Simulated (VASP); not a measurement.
TcB2, 6 atoms in the cell. It takes space group P6_3/mmc (No. 194, hexagonal). The conventional cell has a = 2.891 Å, b = 2.891 Å, c = 7.435 Å, α = 90.00°, β = 90.00°, γ = 120.00°. Within 2.9 Å of Tc (site symmetry -6m2) lie 8 B at 2.22 to 2.25 Å and 6 Tc at 2.89 Å. B (site symmetry 3m) has 3 B at 1.81 Å and 4 Tc at 2.22 to 2.25 Å within 2.4 Å. 

```yaml
Program: VASP 6.6.1
Task: relaxation of cell and atoms
Functional: PBEsol
Dispersion: D4
Potentials_or_basis: VASP PAW PBE potentials, release 64 (Tc_pv, B)
Cutoff: 600 eV
k_mesh: 10 × 10 × 4
Occupations: fermi-dirac, width 0.1 eV
Spin: no spin polarisation
Dipole_correction: no
Further_INCAR_settings: ALGO = Normal; EDIFF = 1e-06; IBRION = 2; EDIFFG = -0.03; NSW = 80; ISIF = 3
```

Potentials or basis: VASP PAW PBE potentials, release 64 (Tc_pv, B).

Run with:

```console
$ cat potpaw_PBE.64/Tc_pv/POTCAR potpaw_PBE.64/B/POTCAR > POTCAR
$ mpirun -np 1 vasp_std > vasp.out
```

Hardware: 1 thread of Intel(R) Xeon(R) Platinum 8488C (Sapphire Rapids), on a shared host.

Question: Estimate the wall time of this run.

Answer: Run time: 3.1 min on 1 thread of Intel(R) Xeon(R) Platinum 8488C (Sapphire Rapids), with other jobs on the host, peak memory 0.22 GiB. Counts: scf iterations 49, k points 42, ion steps 6.
